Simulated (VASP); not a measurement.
Write the native input for VASP 6.6.1 that does the following.

| Quantity | Value |
| --- | --- |
| Task | relaxation of the atoms |
| Functional | PBE |
| Potentials or basis | VASP PAW PBE potentials, release 64 (Au, B, P) |
| Cutoff | 520 eV |
| k mesh | 3 × 3 × 3 |
| Occupations | fermi-dirac, width 0.01 eV |
| Spin | no spin polarisation |
| Dipole correction | no |
| Further INCAR settings | LREAL = Auto; ALGO = Normal; EDIFF = 1e-07; IBRION = 2; EDIFFG = -0.03; NSW = 60 |

The structure of B26P27Au (a cell with a defect) lies in POSCAR:

```
B26P27Au
1.0
    0.0000000000      6.8070000000      6.8070000000
    6.8070000000      0.0000000000      6.8070000000
    6.8070000000      6.8070000000      0.0000000000
Au B P
1 26 27
Direct
    0.0000000000      0.0000000000      0.0000000000
    0.0000000000      0.0000000000      0.3333333333
    0.0000000000      0.0000000000      0.6666666667
    0.0000000000      0.3333333333      0.0000000000
    0.0000000000      0.3333333333      0.3333333333
    0.0000000000      0.3333333333      0.6666666667
    0.0000000000      0.6666666667      0.0000000000
    0.0000000000      0.6666666667      0.3333333333
    0.0000000000      0.6666666667      0.6666666667
    0.3333333333      0.0000000000      0.0000000000
    0.3333333333      0.0000000000      0.3333333333
    0.3333333333      0.0000000000      0.6666666667
    0.3333333333      0.3333333333      0.0000000000
    0.3333333333      0.3333333333      0.3333333333
    0.3333333333      0.3333333333      0.6666666667
    0.3333333333      0.6666666667      0.0000000000
    0.3333333333      0.6666666667      0.3333333333
    0.3333333333      0.6666666667      0.6666666667
    0.6666666667      0.0000000000      0.0000000000
    0.6666666667      0.0000000000      0.3333333333
    0.6666666667      0.0000000000      0.6666666667
    0.6666666667      0.3333333333      0.0000000000
    0.6666666667      0.3333333333      0.3333333333
    0.6666666667      0.3333333333      0.6666666667
    0.6666666667      0.6666666667      0.0000000000
    0.6666666667      0.6666666667      0.3333333333
    0.6666666667      0.6666666667      0.6666666667
    0.0833333333      0.0833333333      0.0833333333
    0.0833333333      0.0833333333      0.4166666667
    0.0833333333      0.0833333333      0.7500000000
    0.0833333333      0.4166666667      0.0833333333
    0.0833333333      0.4166666667      0.4166666667
    0.0833333333      0.4166666667      0.7500000000
    0.0833333333      0.7500000000      0.0833333333
    0.0833333333      0.7500000000      0.4166666667
    0.0833333333      0.7500000000      0.7500000000
    0.4166666667      0.0833333333      0.0833333333
    0.4166666667      0.0833333333      0.4166666667
    0.4166666667      0.0833333333      0.7500000000
    0.4166666667      0.4166666667      0.0833333333
    0.4166666667      0.4166666667      0.4166666667
    0.4166666667      0.4166666667      0.7500000000
    0.4166666667      0.7500000000      0.0833333333
    0.4166666667      0.7500000000      0.4166666667
    0.4166666667      0.7500000000      0.7500000000
    0.7500000000      0.0833333333      0.0833333333
    0.7500000000      0.0833333333      0.4166666667
    0.7500000000      0.0833333333      0.7500000000
    0.7500000000      0.4166666667      0.0833333333
    0.7500000000      0.4166666667      0.4166666667
    0.7500000000      0.4166666667      0.7500000000
    0.7500000000      0.7500000000      0.0833333333
    0.7500000000      0.7500000000      0.4166666667
    0.7500000000      0.7500000000      0.7500000000
```

The input as run:

INCAR

```
PREC = Accurate
ENCUT = 520
EDIFF = 1E-7
ISMEAR = -1
SIGMA = 0.01
LREAL = Auto
LASPH = True
NELM = 60
ALGO = Normal
ISIF = 2
LWAVE = False
LCHARG = False
GGA = PE
IBRION = 2
NSW = 60
EDIFFG = -0.03
LUSENCCL = False
```

KPOINTS

```
regular mesh
0
Gamma
  3 3 3
```

Potentials or basis: VASP PAW PBE potentials, release 64 (Au, B, P).

Command:

```bash
$ cat potpaw_PBE.64/Au/POTCAR potpaw_PBE.64/B/POTCAR potpaw_PBE.64/P/POTCAR > POTCAR
$ mpirun -np 1 vasp_std > vasp.out
```

It gave:

```
Energy gained by relaxing    : 104.2 meV/atom
Ionic steps                  : 9
Pressure after relaxing      : 5.5 GPa
Largest force after relaxing : 0.010 eV/Å
Band gap on the k mesh       : zero (bands 112 and 113 overlap by 0.44 eV)
```

Caveat: spin-orbit coupling is left out, which moves the levels of the heavy elements.

It took 15 min on 1 × NVIDIA H100 80GB with 1 thread of AMD EPYC 7R13 Processor (Zen 3), on a shared host, peak memory 1.7 GiB.
